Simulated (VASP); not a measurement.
Here is a VASP 6.6.1 calculation.

Contents of POSCAR:

```
C
1.0
    0.0000000000      1.7801241411      1.7801241411
    1.7206679948      0.0000000000      1.7801241411
    1.7206679948      1.7801241411      0.0000000000
C
2
Direct
    0.0000000000      0.0000000000      0.0000000000
    0.2500000000      0.2500000000      0.2500000000
```

INCAR.step1

```
SYSTEM = C
PREC = Accurate
ENCUT = 520
EDIFF = 1E-5
ISMEAR = 0
SIGMA = 0.01
LREAL = .False.
LASPH = .True.
NELM = 100
ALGO = Normal
ISIF = 2
LWAVE = .True.
NBANDS = 11
GGA = PE
```

File INCAR.step2:

```
SYSTEM = C
PREC = Accurate
ENCUT = 520
EDIFF = 1E-6
ISMEAR = 0
SIGMA = 0.01
LREAL = .False.
LASPH = .True.
NELM = 100
ALGO = Normal
ISIF = 2
LWAVE = .False.
LCHARG = .True.
GGA = PE
LHFCALC = .True.
HFSCREEN = 0.2079
PRECFOCK = Normal
LELF = .True.
LVHAR = .True.
NBANDS = 11
ISTART = 1
```

File KPOINTS:

```
regular mesh
0
Gamma
  8 8 8
  0 0 0
```

Potentials or basis: VASP PAW PBE potentials, release 64 (C).

Run with:

```bash
$ cat potpaw_PBE.64/C/POTCAR > POTCAR
$ cp INCAR.step1 INCAR
$ mpirun -np 1 vasp_std > vasp.out
$ cp INCAR.step2 INCAR
$ mpirun -np 1 vasp_std > vasp.out
```

What does it give for the band gap on the k mesh?

4.45 eV (least direct gap 6.45 eV).

Estimate the pressure.

11.5 GPa.

Stress tensor (GPa, compression positive):
```
33.83  0.00  0.00
 0.00  0.38  0.00
 0.00  0.00  0.38
```

Caveat: the cell differs from its parent crystal (uniaxial x strain -3.3%); the cell stands under pressure; the PAW data sets were made with another functional, which shifts forces and pressure a little. A k mesh can miss the band edges.
